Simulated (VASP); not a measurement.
Crystal: Te.

```
CELL_PARAMETERS angstrom
3.14622 0.00000 0.00000
0.00000 3.14622 0.00000
0.00000 0.00000 3.14622
ATOMIC_POSITIONS crystal
Te 0.00000 0.00000 0.00000
```

This isn't the form of Te at room conditions, which is trigonal, of chains.

- Program: VASP 6.6.1
- Task: relaxation of cell and atoms
- Functional: PBE
- Potentials or basis: VASP PAW PBE potentials, release 64 (Te)
- Cutoff: 600 eV
- k mesh: 10 × 10 × 10
- Occupations: fermi-dirac, width 0.1 eV
- Spin: no spin polarisation

At the start: pressure 2.9 GPa; volume 31.14 Å³/atom.

**Question.** How do energy, volume and symmetry change on relaxing?

**Answer.** Over 3 steps the energy falls by 14.3 meV/atom and the volume is 32.80 Å³/atom (+5.3 %); space group Pm-3m (No. 221, to 0.1 Å) before and after.

Step by step:
```tsv
step	energy change (eV)	largest force (eV/Å)	pressure (GPa)	volume (Å³)
1	0.0000	0.0000	2.91	31.14
2	-0.0101	0.0000	-1.35	33.77
3	-0.0143	0.0000	0.00	32.80
```

Final structure:
```xyz
1
Lattice="3.2009 0.0000 0.0000 0.0000 3.2009 0.0000 0.0000 0.0000 3.2009" Properties=species:S:1:pos:R:3 pbc="T T T"
Te    0.0000    0.0000    0.0000
```
